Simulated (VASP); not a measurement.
# BN in VASP: notebook, part 2 of 2

VASP 6.6.1. Earlier steps stand in the parts before.

### Step 4. Dielectric tensor, r2SCAN (epitaxial 111 strain -3.0%)

File INCAR:

```
SYSTEM = BN
PREC     = Accurate       ! precision mode
ENCUT    = 520            ! plane-wave cutoff, eV
EDIFF    = 1E-8           ! SCF threshold, eV
ISMEAR   = 0              ! smearing method
SIGMA    = 0.01           ! smearing width, eV
LREAL    = .False.        ! projectors in reciprocal space
LASPH    = .True.         ! aspherical terms in the spheres
NELM     = 80             ! most SCF steps
ALGO     = Normal         ! electronic algorithm
ISIF     = 2              ! what is computed and relaxed
LWAVE    = .False.        ! write WAVECAR
LCHARG   = .False.        ! write CHGCAR
METAGGA  = R2SCAN         ! meta-GGA
LMIXTAU  = .True.       
LCALCEPS = .True.
```

File KPOINTS:

```
regular mesh
0
Gamma
  10 10 10
  0 0 0
```

File POSCAR:

```
BN
1.0
    0.0418970831      1.7925777841      1.7925777841
    1.7925777841      0.0418970831      1.7925777841
    1.7925777841      1.7925777841      0.0418970831
B N
1 1
Direct
    0.0002707312      0.0002707312      0.0002707312
    0.2497292688      0.2497292688      0.2497292688
```

Potentials or basis: VASP PAW PBE potentials, release 64 (B, N).

Run with:

```console
$ cat potpaw_PBE.64/B/POTCAR potpaw_PBE.64/N/POTCAR > POTCAR
$ mpirun -np 1 vasp_std > vasp.out
```

OUTCAR:

```text
SYSTEM = BN
   PREC = Accurate
   ENCUT = 520
   EDIFF = 1E-8
   ISMEAR = 0
   LREAL = .False.
   LASPH = .True.
   NELM = 80
   ISIF = 2
   METAGGA = R2SCAN

 ion  position               nearest neighbor table
   1  0.000  0.000  0.000-   2 1.52   2 1.52   2 1.52   2 1.57
   2  0.250  0.250  0.250-   1 1.52   1 1.52   1 1.52   1 1.57

  LATTYP: Found a trigonal (rhomboedric) cell.
 ALAT       =     2.5354340042
 COS(alpha) =     0.5232296191

  Lattice vectors:

 A1 = (   0.0418970831,   1.7925777841,   1.7925777841)
 A2 = (   1.7925777841,   0.0418970831,   1.7925777841)
 A3 = (   1.7925777841,   1.7925777841,   0.0418970831)

Analysis of symmetry for initial positions (statically):
=====================================================================
 Subroutine PRICEL returns:
 Original cell was already a primitive cell.

 Routine SETGRP: Setting up the symmetry group for a
 trigonal (rhombohedral) supercell.

 Subroutine GETGRP returns: Found  6 space group operations
 (whereof  6 operations were pure point group operations)
[... 457 lines left out ...]

 PIEZOELECTRIC TENSOR (including local field effects) (C/m^2)
          XX          YY          ZZ          XY          YZ          ZX
  --------------------------------------------------------------------------------
  x     0.01522    -0.02756    -0.02756    -0.01735    -1.10561    -0.01735
  y    -0.02756     0.01522    -0.02756    -0.01735    -0.01735    -1.10561
  z    -0.02756    -0.02756     0.01522    -1.10561    -0.01735    -0.01735

 BORN EFFECTIVE CHARGES (including local field effects) (in |e|, cummulative output)
 ---------------------------------------------------------------------------------
 ion    1
    1     1.99787     0.02407     0.02407
    2     0.02407     1.99787     0.02407
    3     0.02407     0.02407     1.99787
 ion    2
    1    -1.99787    -0.02407    -0.02407
    2    -0.02407    -1.99787    -0.02407
    3    -0.02407    -0.02407    -1.99787

  FORCE on cell =-STRESS in cart. coord.  units (eV):
  Direction    XX          YY          ZZ          XY          YZ          ZX
  --------------------------------------------------------------------------------------
  -------------------------------------------------------------------------------------
  Total        1.8241210      1.8241210      1.8241210     -0.8703708     -0.8703708     -0.8703708
  in kB      262.9035640    262.9035640    262.9035640   -125.4432096   -125.4432096   -125.4432096
  external PRESSURE =     262.9035640 kB  Pullay stress =       0.0000000 kB

 VOLUME and BASIS-vectors are now :
 -----------------------------------------------------------------------------
  energy-cutoff  :      520.00
  volume of cell :       11.12
      direct lattice vectors                 reciprocal lattice vectors
     0.041897083  1.792577784  1.792577784    -0.288902275  0.282304113  0.282304113
     1.792577784  0.041897083  1.792577784     0.282304113 -0.288902275  0.282304113
     1.792577784  1.792577784  0.041897083     0.282304113  0.282304113 -0.288902275

 POSITION                                       TOTAL-FORCE (eV/Angst)
 -----------------------------------------------------------------------------------
      0.00098      0.00098      0.00098         0.005117      0.005117      0.005117
      0.90578      0.90578      0.90578        -0.005117     -0.005117     -0.005117
 -----------------------------------------------------------------------------------
    total drift:                                0.000018      0.000018      0.000018

  FREE ENERGIE OF THE ION-ELECTRON SYSTEM (eV)
  ---------------------------------------------------
  free  energy   TOTEN  =       -19.0874671562 eV

  energy  without entropy=      -19.0874671562  energy(sigma->0) =      -19.08746716
```

OSZICAR:

```text
N       E                     dE             d eps       ncg     rms          rms(c)
DAV:   1     0.455132635410E+01    0.45513E+01   -0.54842E+03  1944   0.103E+03
DAV:   2    -0.222104063012E+02   -0.26762E+02   -0.25834E+02  2544   0.179E+02
DAV:   3    -0.224014406622E+02   -0.19103E+00   -0.19103E+00  2264   0.186E+01
[... 57 lines left out ...]
DMP:   7    -0.190874670997E+02   -0.11826E-06   -0.56545E-07  2256   0.926E-07   0.939E-07
DMP:   8    -0.190874671241E+02   -0.24396E-07   -0.21486E-07  2256   0.639E-07  -0.197E-07
DMP:   9    -0.190874671348E+02   -0.10731E-07   -0.18590E-07  2256   0.468E-07  -0.575E-09
DMP:  10    -0.190874671472E+02   -0.12413E-07   -0.13005E-07  2256   0.248E-07   0.149E-07
DMP:  11    -0.190874671562E+02   -0.89222E-08   -0.71938E-08  2256   0.123E-07   0.110E-07
   1 F= -.19087467E+02 E0= -.19087467E+02  d E =-.205580E-17
```

stdout:

```text
POSCAR found type information on POSCAR B N
 POSCAR found :  2 types and       2 ions
 scaLAPACK will be used
 -----------------------------------------------------------------------------
|                                                                             |
[... 86 lines left out ...]
dp_tot=(  0.427E-04  0.428E-04  0.214E-02 )  diag[e(oo)]=(    ---      ---    4.49065 )
 p_tot=(  0.452E+01  0.452E+01  0.452E+01 )
dp_tot=(  0.437E-04  0.437E-04  0.214E-02 )  diag[e(oo)]=(    ---      ---    4.48623 )
 p_tot=(  0.452E+01  0.452E+01  0.452E+01 )
dp_tot=(  0.439E-04  0.440E-04  0.214E-02 )  diag[e(oo)]=(    ---      ---    4.48385 )
 final diagonalization full
 p_tot=(  0.452E+01  0.452E+01  0.452E+01 )
dp_tot=(  0.437E-04  0.437E-04  0.214E-02 )  diag[e(oo)]=(    ---      ---    4.47665 )
```

It took 8.9 min on 1 thread of Intel Xeon 6975P-C (Granite Rapids), shared host; peak memory 0.25 GiB.

Results:

```yaml
Band_gap_on_the_k_mesh: 4.93 eV (least direct gap 8.86 eV)
Electronic_dielectric_tensor_diagonal: 4.48
Born_charges_mean_of_the_diagonal: B +2.00; N -2.00 e
```

Electronic dielectric tensor:
```
4.48 0.07 0.07
0.07 4.48 0.07
0.07 0.07 4.48
```

Born effective charge tensors (e):
atom 1, B
```
2.00 0.02 0.02
0.02 2.00 0.02
0.02 0.02 2.00
```
atom 2, N
```
-2.00 -0.02 -0.02
-0.02 -2.00 -0.02
-0.02 -0.02 -2.00
```

Dipole moments of the cell (e·Å, modulo the quantum): ionic 4.532, 4.532, 4.532; electronic -0.009, -0.009, -0.007

Caveat: the cell differs from its parent crystal (epitaxial 111 strain -3.0%); the PAW data sets were made with another functional, which shifts forces and pressure a little.

### Step 5. Summary

```csv
cell,gap on the mesh (eV)
"a = 2.552 Å, angles 60.0°, 2 atoms, atomic positions A",4.98
"a = 2.530 Å, angles 57.9°, 2 atoms, atomic positions B",4.88
"a = 2.535 Å, angles 58.5°, 2 atoms, atomic positions B",4.93
```

Alike in all rows: task dielectric tensor; level r2SCAN; potentials or basis VASP PAW PBE potentials, release 64 (B, N); no spin polarisation; k mesh 10 × 10 × 10; cutoff (eV) 520; smearing gaussian 0.01 eV.

Caveats: the PAW data sets were made with another functional, which shifts forces and pressure a little.

Total energies depend on the potentials used, so only differences within one code and one set of settings carry meaning.
